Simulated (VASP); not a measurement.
Wanted: the native input for a VASP 6.6.1 run.

```
Task                   : single point
Functional             : PBE
Potentials or basis    : VASP PAW PBE potentials, release 64 (O, H, Cl)
Cutoff                 : 520 eV
k mesh                 : 1 × 1 × 1
Occupations            : fermi-dirac, width 0.05 eV
Spin                   : no spin polarisation
Dipole correction      : no
Further INCAR settings : LREAL = Auto; ALGO = Normal; EDIFF = 1e-06; NBANDS = 66
```

The structure of H21ClO10 lies in POSCAR:

```
H21ClO10
1.0
    7.6986900000      0.0000000000      0.0000000000
    0.0000000000      7.6986900000      0.0000000000
    0.0000000000      0.0000000000      7.6986900000
O H Cl
10 21 1
Direct
    0.9823099774      0.8906320426      0.0710770274
    0.3584895612      0.8841244420      0.2278829255
    0.3883517845      0.7414897859      0.7339820151
    0.4482840587      0.0566849685      0.9452257462
    0.7886796325      0.4124597821      0.4273714099
    0.6933906937      0.1278918881      0.1823037426
    0.5959455440      0.3131441843      0.7517902396
    0.4229161065      0.5011372065      0.4464395891
    0.1317496873      0.4061989767      0.2780992610
    0.7438538245      0.7499197915      0.5660313638
    0.8775908629      0.8247766828      0.0747399882
    1.0453726543      0.8336613112     -0.0212114009
    0.3763107750      0.9895839422      0.1571046503
    0.2378196810      0.8575614812      0.1853302315
    0.4995395321      0.7612593831      0.6654119077
    0.3114425961      0.8036302280      0.6552023786
    0.4910835480      0.1530909804      0.8648744137
    0.4583507064     -0.0555029492      0.8806303410
    0.9045564895      0.3980417448      0.3759470767
    0.7241102058      0.3469811098      0.3344465097
    0.8135410050      0.0999001129      0.1695613150
    0.6223006771      0.0725318203      0.0918208163
    0.5864114544      0.3925862712      0.8556390763
    0.6642428777      0.3694914330      0.6659314767
    0.5225044780      0.5451966503      0.3726218357
    0.4633515572      0.5469372062      0.5627191120
    0.1508828125      0.3102995445      0.1977998854
    0.2385210990      0.4200324990      0.3482670428
    0.7541282997      0.8475857581      0.4838095832
    0.7684684018      0.6441875176      0.4942918860
    0.4760420279      0.7847568872      0.1765235384
    0.6217291513      0.6750369219      0.1163184905
```

The input as run:

INCAR

```
SYSTEM = H21ClO10
  ALGO = Normal
  EDIFF = 1E-6
  ENCUT = 520
  GGA = PE
  ISIF = 2
  ISMEAR = -1
  LASPH = .True.
  LCHARG = .False.
  LREAL = Auto
  LWAVE = .False.
  NBANDS = 66
  NELM = 80
  PREC = Accurate
  SIGMA = 0.05
```

KPOINTS

```
k-points
0
Gamma
  1 1 1
  0 0 0
```

Potentials or basis: VASP PAW PBE potentials, release 64 (O, H, Cl).

Launch:

```sh
$ cat potpaw_PBE.64/O/POTCAR potpaw_PBE.64/H/POTCAR potpaw_PBE.64/Cl/POTCAR > POTCAR
$ mpirun -np 1 vasp_gam > vasp.out
```

Results of the run:

```yaml
Pressure: -0.3 GPa
Largest_force: 3.015 eV/Å
Band_gap_on_the_k_mesh: 4.46 eV
```

Caveat: the k points lie up to 0.82 Å⁻¹ apart.

Run time: 52 s on 1 thread of AMD EPYC 7R43 64-Core Processor (Zen 3), on a shared host, peak memory 0.41 GiB.
